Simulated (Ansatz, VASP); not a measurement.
SiC in VASP and in Ansatz

INCAR

```
ALGO = Normal
EDIFF = 1E-6
ENCUT = 600
GGA = PE
GGA_COMPAT = F
ISIF = 2
ISMEAR = 0
LASPH = T
LCHARG = F
LREAL = F
LWAVE = F
NBANDS = 11
NELM = 120
PREC = Accurate
SIGMA = 0.01
```

The input KPOINTS:

```
k-points
0
Gamma
  9 9 9
```

File POSCAR:

```
SiC
1.0
   -0.0174408181      2.1943301427      2.1943301427
    2.1943301427     -0.0174408181      2.1943301427
    2.1943301427      2.1943301427     -0.0174408181
Si C
1 1
Direct
   -0.0003452088     -0.0003452088     -0.0003452088
    0.2503452088      0.2503452088      0.2503452088
```

Input for Ansatz:

```yaml
crystal:
  lattice:
    - [-0.0174408181, 2.1943301427, 2.1943301427]
    - [2.1943301427, -0.0174408181, 2.1943301427]
    - [2.1943301427, 2.1943301427, -0.0174408181]
  atoms:
    - { symbol: Si, position: [-0.0003452088, -0.0003452088, -0.0003452088] }
    - { symbol: C, position: [0.2503452088, 0.2503452088, 0.2503452088] }
basis:
  ecutwfc: 420
kpoints:
  mp_grid: { grid: [9, 9, 9] }
  band_path:
    path:
      - [0.0, 0.0, 0.0]
      - [0.0, 0.0, 0.0]
      - [0.0, 0.0, 0.0]
      - [0.0, 0.0, 0.0]
      - [0.0, 0.0, 0.0]
      - [0.0, 0.0, 0.0]
      - [0.0, 0.0, 0.0]
      - [0.0, 0.0, 0.0]
      - [0.0, 0.0, 0.0]
      - [0.0, 0.0, 0.0]
      - [0.0, 0.0, 0.0]
      - [0.0, 0.0, 0.0]
      - [0.0, 0.0, 0.0]
      - [0.0, 0.0, 0.0]
      - [0.0, 0.0, 0.0]
      - [0.0, 0.0, 0.0]
      - [0.0, 0.0, 0.0]
      - [0.0, 0.0, 0.0]
      - [0.0, 0.0, 0.0]
      - [0.0, 0.0, 0.0]
      - [0.0, 0.0, 0.0]
      - [0.0, 0.0, 0.0]
      - [0.0, 0.0, 0.0]
      - [0.0, 0.0, 0.0]
      - [0.0, 0.0, 0.0]
      - [0.0, 0.0, 0.0]
      - [0.3, 0.3, 0.0]
      - [0.3166666667, 0.3166666667, 0.0]
      - [0.3333333333, 0.3333333333, 0.0]
      - [0.35, 0.35, 0.0]
      - [0.3666666667, 0.3666666667, 0.0]
      - [0.3833333333, 0.3833333333, 0.0]
      - [0.4, 0.4, 0.0]
      - [0.4166666667, 0.4166666667, 0.0]
      - [0.4333333333, 0.4333333333, 0.0]
      - [0.45, 0.45, 0.0]
      - [0.4666666667, 0.4666666667, 0.0]
      - [0.4833333333, 0.4833333333, 0.0]
      - [0.5, 0.5, 0.0]
      - [0.0, 0.3, 0.3]
      - [0.0, 0.3166666667, 0.3166666667]
      - [0.0, 0.3333333333, 0.3333333333]
      - [0.0, 0.35, 0.35]
      - [0.0, 0.3666666667, 0.3666666667]
      - [0.0, 0.3833333333, 0.3833333333]
      - [0.0, 0.4, 0.4]
      - [0.0, 0.4166666667, 0.4166666667]
      - [0.0, 0.4333333333, 0.4333333333]
      - [0.0, 0.45, 0.45]
      - [0.0, 0.4666666667, 0.4666666667]
      - [0.0, 0.4833333333, 0.4833333333]
      - [0.0, 0.5, 0.5]
      - [0.5, 0.5, 0.5]
      - [0.5, 0.5, 0.5]
      - [0.5, 0.5, 0.5]
      - [0.5, 0.5, 0.5]
      - [0.5, 0.5, 0.5]
      - [0.5, 0.5, 0.5]
      - [0.5, 0.5, 0.5]
      - [0.5, 0.5, 0.5]
      - [0.5, 0.5, 0.5]
      - [0.5, 0.5, 0.5]
      - [0.5, 0.5, 0.5]
      - [0.5, 0.5, 0.5]
      - [0.5, 0.5, 0.5]
      - [0.0, 0.0, 0.5]
      - [0.0, 0.0, 0.5]
      - [0.0, 0.0, 0.5]
      - [0.0, 0.0, 0.5]
      - [0.0, 0.0, 0.5]
      - [0.0, 0.0, 0.5]
      - [0.0, 0.0, 0.5]
      - [0.0, 0.0, 0.5]
      - [0.0, 0.0, 0.5]
      - [0.0, 0.0, 0.5]
      - [0.0, 0.0, 0.5]
      - [0.0, 0.0, 0.5]
      - [0.0, 0.0, 0.5]
    npoints: 1
hamiltonian:
  xc: pbe
scf:
  occupations: { method: fixed }
  n_extra_bands: 5
output:
  eigenvalues: true
```

Alike in both runs: task single point; functional PBE; k mesh 9 × 9 × 9; no spin polarisation.

```csv
,VASP,Ansatz
version,VASP 6.6.1,Ansatz 0.2.0
potentials or method,"VASP PAW PBE potentials, release 64 (Si, C), cutoff 600 eV","scalar-relativistic, plane waves, PAW"
occupations,"gaussian, width 0.01 eV",fixed
valence electrons in the cell,8,8
```

Ansatz gave:

* gap on the k mesh at the Fermi level (eV): 1.46
* least direct gap on the mesh (eV): 4.52

Problem. What did VASP give for the same quantities?

Solution. gap on the k mesh at the Fermi level (eV): 1.45; least direct gap on the mesh (eV): 4.51.
